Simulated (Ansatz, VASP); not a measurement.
**Two plane-wave programs on BeAg2F4**

File INCAR:

```
SYSTEM = BeAg2F4
  ALGO = Normal
  EDIFF = 1E-7
  ENCUT = 520
  GGA = PE
  ISIF = 2
  ISMEAR = 0
  ISPIN = 2
  LASPH = .TRUE.
  LCHARG = .FALSE.
  LMAXMIX = 4
  LORBIT = 11
  LREAL = .FALSE.
  LWAVE = .FALSE.
  MAGMOM = 0 1 1 0 0 0 0
  NBANDS = 39
  NELM = 150
  PREC = Accurate
  SIGMA = 0.1
```

File KPOINTS:

```
k-points
0
G
  6 6 6
  0 0 0
```

POSCAR

```
BeAg2F4
1.0
   -1.7810549503      1.7810549503      7.7373998154
    1.7810549503     -1.7810549503      7.7373998154
    1.7810549503      1.7810549503     -7.7373998154
Be Ag F
1 2 4
Direct
    0.0000000000      0.0000000000      0.0000000000
    0.6568957785      0.6568957785      0.0000000000
    0.3431042215      0.3431042215      0.0000000000
    0.0000000000      0.5000000000      0.5000000000
    0.5000000000      0.0000000000      0.5000000000
    0.2500000000      0.7500000000      0.5000000000
    0.7500000000      0.2500000000      0.5000000000
```

Input for Ansatz:

```yaml
crystal:
  lattice:
    - [-1.7810549503, 1.7810549503, 7.7373998154]
    - [1.7810549503, -1.7810549503, 7.7373998154]
    - [1.7810549503, 1.7810549503, -7.7373998154]
  atoms:
    - { symbol: Be, position: [0.0, 0.0, 0.0] }
    - { symbol: Ag, position: [0.6568957785, 0.6568957785, 0.0], spin: 1.0 }
    - { symbol: Ag, position: [0.3431042215, 0.3431042215, 0.0], spin: 1.0 }
    - { symbol: F, position: [0.0, 0.5, 0.5] }
    - { symbol: F, position: [0.5, 0.0, 0.5] }
    - { symbol: F, position: [0.25, 0.75, 0.5] }
    - { symbol: F, position: [0.75, 0.25, 0.5] }
basis:
  ecutwfc: 420
kpoints:
  mp_grid: { grid: [6, 6, 6] }
hamiltonian:
  xc: pbe
scf:
  occupations: { method: gaussian, width: 0.1 }
  lower_state_search: "off"
output:
  forces: true
  stress: true
  eigenvalues: true
  populations: true
magnetization:
  spin_polarized: true
```

Alike in both runs: task single point; functional PBE; k mesh 6 × 6 × 6; occupations gaussian, width 0.1 eV; collinear spin.

```csv
,VASP,Ansatz
version,VASP 6.6.1,Ansatz 0.2.0
potentials or method,"VASP PAW PBE potentials, release 64 (Be, Ag, F), cutoff 520 eV","scalar-relativistic, plane waves, PAW"
valence electrons in the cell,52,68
```

VASP gave:

| Property | Result |
| --- | --- |
| gap on the k mesh at the Fermi level (eV) | none |
| pressure (GPa) | -0.3 |
| traceless stress, the component that is largest in VASP (GPa) | 0.21 |
| rms of the force components (eV/Å) | 0.009 |
| net moment per atom (μB) | 0.00 |

Q: Which values does Ansatz return?

A: gap on the k mesh at the Fermi level (eV): none; pressure (GPa): -0.1; traceless stress, the component that is largest in VASP (GPa): 0.39; rms of the force components (eV/Å): 0.005; net moment per atom (μB): 0.00.

Atom by atom the forces differ by 0.005 eV/Å (rms over components). A gap of «none» marks a metal or a gap that the smearing closes. VASP's potentials hold 52 valence electrons a cell and Ansatz's 68, so a difference there can come from the potentials and not from the codes. Ansatz's warnings: seeded moment not kept.

The k mesh is coarse, so the values compare programs but aren't converged.
